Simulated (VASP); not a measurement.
The system is CdTe.

```xyz
2
Lattice="0.0000 3.2405 3.2405 3.2405 0.0000 3.2405 3.2405 3.2405 0.0000" Properties=species:S:1:pos:R:3 pbc="T T T"
Cd    0.0000    0.0000    0.0000
Te    1.6202    1.6202    1.6202
```

```yaml
Program: VASP 6.6.1
Task: relaxation of cell and atoms
Functional: PBE
Potentials_or_basis: VASP PAW PBE potentials, release 64 (Cd, Te)
Cutoff: 500 eV
k_mesh: 8 × 8 × 8
Occupations: gaussian, width 0.02 eV
Spin: no spin polarisation
```

At the start: pressure 2.7 GPa; volume 34.03 Å³/atom.

**Question.** Where does the relaxation end?

**Answer.** Over 5 steps the energy falls by 18.2 meV/atom and the volume is 36.32 Å³/atom (+6.7 %); space group F-43m (No. 216, to 0.1 Å) before and after.

Step by step:
```
step  energy change (eV)  largest force (eV/Å)  pressure (GPa)  volume (Å³)
   1              0.0000                0.0000            2.70        68.06
   2             -0.0341                0.0000           -0.58        73.86
   3             -0.0363                0.0000            0.01        72.62
   4             -0.0363                0.0000           -0.04        72.72
   5             -0.0363                0.0000            0.00        72.63
```

Final structure:
```xyz
2
Lattice="0.0000 3.3116 3.3116 3.3116 0.0000 3.3116 3.3116 3.3116 0.0000" Properties=species:S:1:pos:R:3 pbc="T T T"
Cd    0.0000    0.0000    0.0000
Te    1.6558    1.6558    1.6558
```
